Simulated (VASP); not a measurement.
# AgO2 (fluorite type) (Fm-3m) in VASP: further runs, part 2 of 2

VASP 6.6.1. Earlier steps stand in the parts before.

### 5 Single point, PBE

This run uses another cell than the first one, of 12.15 Å³/atom, 1.039 times its volume.

The input, INCAR:

```
ALGO = Normal
EDIFF = 1E-6
ENCUT = 520
GGA = PE
ISIF = 2
ISMEAR = -1
LASPH = True
LCHARG = False
LREAL = False
LWAVE = False
NBANDS = 18
NELM = 60
PREC = Accurate
SIGMA = 0.06122561905347299
```

The input, KPOINTS:

```
k-points
0
Gamma
  18 18 18
```

The input, POSCAR:

```
AgO2
1.0
    0.0000000000      2.6315665838      2.6315665838
    2.6315665838      0.0000000000      2.6315665838
    2.6315665838      2.6315665838      0.0000000000
Ag O
1 2
Direct
    0.0000000000      0.0000000000      0.0000000000
    0.2500000000      0.2500000000      0.2500000000
    0.7500000000      0.7500000000      0.7500000000
```

Potentials or basis: VASP PAW PBE potentials, release 64 (Ag, O).

The run is started by

```
$ cat potpaw_PBE.64/Ag/POTCAR potpaw_PBE.64/O/POTCAR > POTCAR
$ mpirun -np 1 vasp_std > vasp.out
```

OUTCAR:

```text
EDIFF = 1E-6
   ENCUT = 520
   GGA = PE
   ISIF = 2
   ISMEAR = -1
   LASPH = True
   LREAL = False
   NELM = 60
   PREC = Accurate

 ion  position               nearest neighbor table
   1  0.000  0.000  0.000-   2 2.28   3 2.28   3 2.28   3 2.28   3 2.28   2 2.28   2 2.28   2 2.28

   2  0.250  0.250  0.250-   1 2.28   1 2.28   1 2.28   1 2.28
   3  0.750  0.750  0.750-   1 2.28   1 2.28   1 2.28   1 2.28

  LATTYP: Found a face centered cubic cell.
 ALAT       =     5.2631331676

  Lattice vectors:

 A1 = (   0.0000000000,   2.6315665838,   2.6315665838)
 A2 = (   2.6315665838,   0.0000000000,   2.6315665838)
 A3 = (   2.6315665838,   2.6315665838,   0.0000000000)

Analysis of symmetry for initial positions (statically):
=====================================================================
 Subroutine PRICEL returns:
 Original cell was already a primitive cell.

 Routine SETGRP: Setting up the symmetry group for a
 face centered cubic supercell.

 Subroutine GETGRP returns: Found 48 space group operations
 (whereof 48 operations were pure point group operations)
 out of a pool of 48 trial point group operations.
[... 158 lines left out ...]
  ext. energy  EPLUGINS =         0.00000000
  ---------------------------------------------------
  free energy    TOTEN  =       -11.03741645 eV

  energy without entropy =      -10.96902914  energy(sigma->0) =      -11.00322280

 E-fermi :   3.7556     XC(G=0): -11.1367

 val. band max:        3.7533512166   @ k =   0.3889   0.2222   0.0556
 cond. band min:       3.7566783029   @ k =   0.2778   0.2222   0.0556
 fundamental gap:      0.0033270863
 Fermi energy:         3.7555579961

 k-point     1 :       0.0000    0.0000    0.0000
  band No.  band energies     occupation
      1     -14.6032      2.00000
      2     -12.2665      2.00000
      3      -2.3726      2.00000
      4      -2.3726      2.00000
      5      -2.3726      2.00000
      6      -0.0799      2.00000
[... 481 lines left out ...]
      5      -1.3787      2.00000
      6      -0.2923      2.00000
[... 10 lines left out ...]
     17      16.7052      0.00000
     18      21.9340      0.00000

 [... further k-points ...]
[... 5 lines left out ...]
  --------------------------------------------------------------------------------------
  -------------------------------------------------------------------------------------
  Total       -1.6447452     -1.6447452     -1.6447452      0.0000000     -0.0000000      0.0000000
  in kB      -72.2996406    -72.2996406    -72.2996406      0.0000000     -0.0000000      0.0000000
  external PRESSURE =     -72.2996406 kB  Pullay stress =       0.0000000 kB

 VOLUME and BASIS-vectors are now :
 -----------------------------------------------------------------------------
  energy-cutoff  :      520.00
  volume of cell :       36.45
      direct lattice vectors                 reciprocal lattice vectors
     0.000000000  2.631566584  2.631566584    -0.190000893  0.190000893  0.190000893
     2.631566584  0.000000000  2.631566584     0.190000893 -0.190000893  0.190000893
     2.631566584  2.631566584  0.000000000     0.190000893  0.190000893 -0.190000893

 POSITION                                       TOTAL-FORCE (eV/Angst)
 -----------------------------------------------------------------------------------
      0.00000      0.00000      0.00000        -0.000000     -0.000000     -0.000000
      1.31578      1.31578      1.31578         0.000000      0.000000      0.000000
      3.94735      3.94735      3.94735        -0.000000     -0.000000     -0.000000
 -----------------------------------------------------------------------------------
    total drift:                                0.000000      0.000000      0.000000

  FREE ENERGIE OF THE ION-ELECTRON SYSTEM (eV)
  ---------------------------------------------------
  free  energy   TOTEN  =       -11.0374164549 eV

  energy  without entropy=      -10.9690291410  energy(sigma->0) =      -11.00322280
```

OSZICAR:

```text
N       E                     dE             d eps       ncg     rms          rms(c)
DAV:   1     0.137505996778E+03    0.13751E+03   -0.12270E+04  7124   0.120E+03
DAV:   2    -0.979236666290E+01   -0.14730E+03   -0.14266E+03  7894   0.289E+02
DAV:   3    -0.161171509367E+02   -0.63248E+01   -0.62433E+01  7926   0.622E+01
DAV:   4    -0.161521862110E+02   -0.35035E-01   -0.35023E-01  7602   0.493E+00
DAV:   5    -0.161523984831E+02   -0.21227E-03   -0.21227E-03  7752   0.386E-01    0.182E+01
DAV:   6    -0.157633834513E+02    0.38902E+00   -0.22402E+01  7106   0.743E+01    0.318E+01
DAV:   7    -0.112589599100E+02    0.45044E+01   -0.71571E+00  7072   0.313E+01    0.786E+00
DAV:   8    -0.110697350402E+02    0.18922E+00   -0.18590E+00  7164   0.154E+01    0.180E+00
DAV:   9    -0.110431499351E+02    0.26585E-01   -0.33657E-01  7068   0.703E+00    0.118E+00
DAV:  10    -0.110379493502E+02    0.52006E-02   -0.19302E-02  7230   0.177E+00    0.619E-01
DAV:  11    -0.110376900965E+02    0.25925E-03   -0.56767E-03  7216   0.759E-01    0.238E-01
DAV:  12    -0.110375732728E+02    0.11682E-03   -0.19394E-04  7312   0.158E-01    0.136E-01
DAV:  13    -0.110374230723E+02    0.15020E-03   -0.31787E-04  7170   0.242E-01    0.263E-02
DAV:  14    -0.110374171635E+02    0.59088E-05   -0.49124E-05  7412   0.801E-02    0.133E-02
DAV:  15    -0.110374164549E+02    0.70858E-06   -0.25484E-06  6684   0.162E-02
   1 F= -.11037416E+02 E0= -.11003223E+02  d E =-.683873E-01
```

Wall time 2.3 min (1 thread of Intel Xeon Platinum 8124M at 3.00GHz (Skylake/Cascade Lake), shared host); peak memory 0.25 GiB.

Results:

```
Free energy : -11.0374 eV
Pressure    : -7.2 GPa
```

Caveat: an odd number of electrons without spin polarisation forces a metal; a magnetic or distorted state may lie lower.

### 6 Overview

| cell | gap on the mesh (eV) | pressure (GPa) |
| --- | --- | --- |
| a = 3.674 Å, angles 60.0°, 3 atoms | none | -2.8 |
| a = 3.698 Å, angles 60.0°, 3 atoms | none | -5.2 |
| a = 3.722 Å, angles 60.0°, 3 atoms | none | -7.2 |

Alike in all rows: task single point; level PBE; potentials or basis VASP PAW PBE potentials, release 64 (Ag, O); no spin polarisation; k mesh 18 × 18 × 18; cutoff (eV) 520; smearing fermi-dirac 0.0612256 eV.

Caveats: an odd number of electrons without spin polarisation forces a metal; a magnetic or distorted state may lie lower.

Absolute energies hang on the potentials; compare differences alone.
